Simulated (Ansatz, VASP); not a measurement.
## CdSe: VASP beside Ansatz

```
Cd Se
1.0
     8.16470    0.00000    0.00000
     0.00000    4.50702    0.00000
     0.00000    0.00000    7.47911
Cd Se
4 4
Direct
  0.84076 0.75000 0.39901
  0.65924 0.25000 0.89901
  0.34076 0.75000 0.10099
  0.15924 0.25000 0.60099
  0.82232 0.25000 0.59595
  0.67768 0.75000 0.09595
  0.32232 0.25000 0.90405
  0.17768 0.75000 0.40405
```

Alike in both runs: functional PBE; k mesh 4 × 6 × 4; occupations gaussian, width 0.02 eV; no spin polarisation.

Ansatz relaxed the structure, and its values are those at the end. VASP's run is a single point on that final structure, the one shown.

|  | VASP | Ansatz |
| --- | --- | --- |
| version | VASP 6.6.1 | Ansatz 0.2.0 |
| potentials or method | VASP PAW PBE potentials, release 64 (Cd, Se), cutoff 520 eV | scalar-relativistic, plane waves, PAW |
| valence electrons in the cell | 72 | 144 |

```csv
,VASP,Ansatz,Ansatz less VASP
gap on the k mesh at the Fermi level (eV),0.74,0.75,+0.004
least direct gap on the mesh (eV),0.74,0.75,+0.004
pressure (GPa),0.2,0.0,-0.22
rms of the force components (eV/Å),0.005,0.001,-0.0043
```

VASP's potentials hold 72 valence electrons a cell and Ansatz's 144, so a difference there can come from the potentials and not from the codes.
